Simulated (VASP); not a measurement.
Crystal: RbBr.

```xyz
2
Lattice="4.1261 0.0000 0.0000 0.0000 4.1261 0.0000 0.0000 0.0000 4.1261" Properties=species:S:1:pos:R:3 pbc="T T T"
Rb    0.0000    0.0000    0.0000
Br    2.0630    2.0630    2.0630
```

* Program: VASP 6.6.1
* Task: relaxation of cell and atoms
* Functional: PBEsol
* Potentials or basis: VASP PAW PBE potentials, release 64 (Rb_sv, Br)
* Cutoff: 600 eV
* k mesh: 7 × 7 × 7
* Occupations: fermi-dirac, width 0.05 eV
* Spin: no spin polarisation

At the start: pressure -0.6 GPa; volume 35.12 Å³/atom.

**Question.** How do energy, volume and symmetry change on relaxing?

**Answer.** Over 3 steps the energy falls by 2.2 meV/atom and the volume is 33.82 Å³/atom (-3.7 %); space group Pm-3m (No. 221, to 0.1 Å) before and after.

Step by step:
| step | energy change (eV) | largest force (eV/Å) | pressure (GPa) | volume (Å³) |
| --- | --- | --- | --- | --- |
| 1 | 0.0000 | 0.0000 | -0.56 | 70.24 |
| 2 | -0.0033 | 0.0000 | -0.30 | 69.01 |
| 3 | -0.0045 | 0.0000 | 0.03 | 67.64 |

Final structure:
```
CELL_PARAMETERS angstrom
4.07436 0.00000 0.00000
0.00000 4.07436 0.00000
0.00000 0.00000 4.07436
ATOMIC_POSITIONS crystal
Rb 0.00000 0.00000 0.00000
Br 0.50000 0.50000 0.50000
```

Caveat: the PAW data sets were made with another functional, which shifts forces and pressure a little.
